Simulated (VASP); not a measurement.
Wanted: the native input for a VASP 6.6.1 run.

| Quantity | Value |
| --- | --- |
| Task | single point |
| Functional | PBE |
| Potentials or basis | VASP PAW PBE potentials, release 64 (B, N) |
| Cutoff | 520 eV |
| k mesh | 6 × 6 × 4 |
| Occupations | gaussian, width 0.01 eV |
| Spin | no spin polarisation |
| Dipole correction | no |
| Further INCAR settings | ALGO = Normal; EDIFF = 1e-06; NBANDS = 16 |

The structure of BN lies in POSCAR:

```
BN
1.0
    2.6260643637      0.0000000000      0.0000000000
   -1.3130321819      2.2742384510      0.0000000000
    0.0000000000      0.0000000000      4.3436548649
B N
2 2
Direct
    0.6666666667      0.3333333333      0.9997950056
    0.3333333333      0.6666666667      0.4997950056
    0.6666666667      0.3333333333      0.6252049944
    0.3333333333      0.6666666667      0.1252049944
```

This cell differs from its parent crystal: volume changed by +10%.

These files were run (other wordings do the same):

INCAR

```
  ALGO = Normal
  EDIFF = 1E-6
  ENCUT = 520
  GGA = PE
  ISIF = 2
  ISMEAR = 0
  LASPH = True
  LCHARG = False
  LREAL = False
  LWAVE = False
  NBANDS = 16
  NELM = 100
  PREC = Accurate
  SIGMA = 0.01
```

KPOINTS

```
k-points
0
Gamma
  6 6 4
```

Potentials or basis: VASP PAW PBE potentials, release 64 (B, N).

Command:

```console
$ cat potpaw_PBE.64/B/POTCAR potpaw_PBE.64/N/POTCAR > POTCAR
$ mpirun -np 1 vasp_std > vasp.out
```

It gave:

* Pressure: -26.4 GPa
* Largest force: 0.063 eV/Å
* Band gap on the k mesh: 5.31 eV, indirect (least direct gap 7.81 eV)

Caveat: the k points lie up to 0.46 Å⁻¹ apart.

Run time: 6.9 s on 1 thread of Intel(R) Xeon(R) Platinum 8488C (Sapphire Rapids), with other jobs on the host, peak memory 0.13 GiB.
